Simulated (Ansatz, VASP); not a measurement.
## One calculation of Ag, two programs

Contents of INCAR:

```
SYSTEM = Ag
ALGO = Normal
EDIFF = 1E-6
ENCUT = 520
GGA = PE
ISIF = 2
ISMEAR = -1
LASPH = .True.
LCHARG = .False.
LREAL = .False.
LWAVE = .False.
NBANDS = 24
NELM = 100
PREC = Accurate
SIGMA = 0.05
```

Contents of KPOINTS:

```
k-points
0
Gamma
  12 12 12
  0 0 0
```

File POSCAR:

```
Ag
1.0
    1.4730471633      0.8504641762      7.2046500000
   -1.4730471633      0.8504641762      7.2046500000
    0.0000000000     -1.7009283525      7.2046500000
Ag
3
Direct
    0.0000000000      0.0000000000      0.0000000000
    0.7777190000      0.7777190000      0.7777190000
    0.2222810000      0.2222810000      0.2222810000
```

Input for Ansatz:

```yaml
crystal:
  lattice:
    - [1.4730471633, 0.8504641762, 7.20465]
    - [-1.4730471633, 0.8504641762, 7.20465]
    - [0.0, -1.7009283525, 7.20465]
  atoms:
    - { symbol: Ag, position: [0.0, 0.0, 0.0] }
    - { symbol: Ag, position: [0.777719, 0.777719, 0.777719] }
    - { symbol: Ag, position: [0.222281, 0.222281, 0.222281] }
kpoints:
  mp_grid: { grid: [12, 12, 12] }
scf:
  occupations: { method: fermi_dirac, width: 0.05 }
hamiltonian:
  xc: pbe
  pseudopotentials: { kind: all_electron, lapw: { basis_error: 0.001 } }
output:
  forces: true
  stress: true
  eigenvalues: true
  populations: true
```

Alike in both runs: task single point; functional PBE; k mesh 12 × 12 × 12; occupations fermi-dirac, width 0.05 eV; no spin polarisation.

|  | VASP | Ansatz |
| --- | --- | --- |
| version | VASP 6.6.1 | Ansatz 0.2.0 |
| potentials or method | VASP PAW PBE potentials, release 64 (Ag), cutoff 520 eV | all-electron LAPW, scalar-relativistic |

Ansatz gave:

| Quantity | Value |
| --- | --- |
| pressure (GPa) | -0.8 |
| traceless stress, the component that is largest in VASP (GPa) | -0.24 |

Task: Which values does VASP return?

Result: Pressure (GPa): -0.9; traceless stress, the component that is largest in VASP (GPa): -0.25.

Ansatz ran all-electron here, and VASP with PAW potentials.
